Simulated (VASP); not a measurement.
# Al: single point with revPBE

Crystal: Al.

```
CELL_PARAMETERS angstrom
0.00000 2.07742 2.07742
2.07742 0.00000 2.07742
2.07742 2.07742 0.00000
ATOMIC_POSITIONS crystal
Al 0.00000 0.00000 0.00000
```

This cell differs from its parent crystal: volume scaled by 1.08.

| Item | Value |
| --- | --- |
| Program | VASP 6.6.1 |
| Task | single point |
| Functional | revPBE |
| Potentials or basis | VASP PAW PBE potentials, release 64 (Al) |
| Cutoff | 520 eV |
| k mesh | 11 × 11 × 11 |
| Occupations | fermi-dirac, width 0.05 eV |
| Spin | collinear spin, ferromagnetic start |
| Starting moments | [0.18] μB |

```yaml
Pressure: -4.7 GPa
Net_moment: 0.00 μB per cell
Valence_electrons_inside_the_program's_atomic_spheres: Al 0.74
```

Levels at points of the mesh, in eV from the Fermi level:
Spin up:
```tsv
k point	band 1	band 2	band 3	band 4	band 5
(0.00, 0.00, 0.00)	-10.59	12.13	12.13	12.13	13.12
```
Spin down:
```
           k point  band 1  band 2  band 3  band 4
(0.00, 0.00, 0.00)  -10.59   12.13   12.13   12.13
```

Run time: 6.9 s on 1 thread of Intel(R) Xeon(R) 6975P-C (Granite Rapids), on a shared host, peak memory 0.15 GiB.

Caveat: the PAW data sets were made with another functional, which shifts forces and pressure a little.
